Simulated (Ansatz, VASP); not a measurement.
## In in VASP and in Ansatz

```
CELL_PARAMETERS angstrom
3.28948 0.00000 0.00000
-1.64474 2.84877 0.00000
0.00000 0.00000 5.97763
ATOMIC_POSITIONS crystal
In 0.33333 0.66667 0.75000
In 0.66667 0.33333 0.25000
```

Alike in both runs: functional PBE; k mesh 8 × 8 × 4; occupations gaussian, width 0.05 eV; no spin polarisation.

Ansatz relaxed the structure, and its values are those at the end. VASP's run is a single point on that final structure, the one shown.

|  | VASP | Ansatz |
| --- | --- | --- |
| version | VASP 6.6.1 | Ansatz 0.2.0 |
| potentials or method | VASP PAW PBE potentials, release 64 (In_d), cutoff 500 eV | scalar-relativistic, plane waves, PAW |
| valence electrons in the cell | 26 | 26 |

|  | VASP | Ansatz | Ansatz less VASP |
| --- | --- | --- | --- |
| gap on the k mesh at the Fermi level (eV) | none | none | - |
| pressure (GPa) | 0.0 | 0.0 | +0.04 |

A gap of «none» marks a metal or a gap that the smearing closes.
